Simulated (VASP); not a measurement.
## MgHgSe2: single point with PBE

Crystal: MgHgSe2.

```xyz
4
Lattice="4.4950 0.0000 0.0000 0.0000 4.4950 0.0000 0.0000 0.0000 6.2368" Properties=species:S:1:pos:R:3 pbc="T T T"
Mg    0.0000    0.0000    0.0000
Se    0.0000    2.2475    1.4806
Se    2.2475    0.0000    4.7562
Hg    2.2475    2.2475    3.1184
```

This cell differs from its parent crystal: strain +4.2%.

```yaml
Program: VASP 6.6.1
Task: single point
Functional: PBE
Potentials_or_basis: VASP PAW PBE potentials, release 64 (Mg, Se, Hg)
Cutoff: 520 eV
k_mesh: 6 × 6 × 4
Occupations: fermi-dirac, width 0.02 eV
Spin: no spin polarisation
Dipole_correction: no
Further_INCAR_settings: ALGO = Normal; EDIFF = 1e-06; NBANDS = 21
```

The pressure is -3.2 GPa, the largest force is 0.066 eV/Å and the band gap on the k mesh is 0.36 eV.

Forces in eV/Å, atoms in the order of the input:
```
Mg   0.000  0.000  0.000
Se   0.000  0.000 -0.066
Se   0.000  0.000  0.066
Hg   0.000  0.000  0.000
```

Stress tensor (GPa, compression positive):
```
-3.28  0.00  0.00
 0.00 -3.28  0.00
 0.00  0.00 -3.11
```

Levels at points of the mesh, in eV from the valence-band top:
| k point | band 11 | band 12 | band 13 | band 14 | band 15 | band 16 |
| --- | --- | --- | --- | --- | --- | --- |
| (0.00, 0.00, 0.00) | -0.11 | 0.00 | 0.00 | 0.36 | 3.54 | 3.71 |
| (0.50, 0.00, 0.00) | -1.47 | -0.88 | -0.39 | 2.69 | 4.33 | 5.45 |
| (0.50, 0.50, 0.00) | -1.31 | -1.31 | -1.22 | 2.36 | 3.42 | 3.42 |
| (0.00, 0.00, 0.50) | -1.13 | -0.48 | -0.48 | 2.39 | 3.52 | 4.29 |
| (0.50, 0.00, 0.50) | -0.66 | -0.38 | -0.32 | 1.41 | 3.31 | 6.14 |
| (0.50, 0.50, 0.50) | -1.59 | -1.59 | -1.59 | 3.58 | 5.23 | 5.23 |

Run time: 43 s on 1 thread of Intel(R) Xeon(R) Platinum 8488C (Sapphire Rapids) (shared host), peak memory 0.3 GiB.

Caveat: the cell differs from its parent crystal (strain +4.2%); the cell stands under tension; spin-orbit coupling is left out, which moves the levels of the heavy elements.
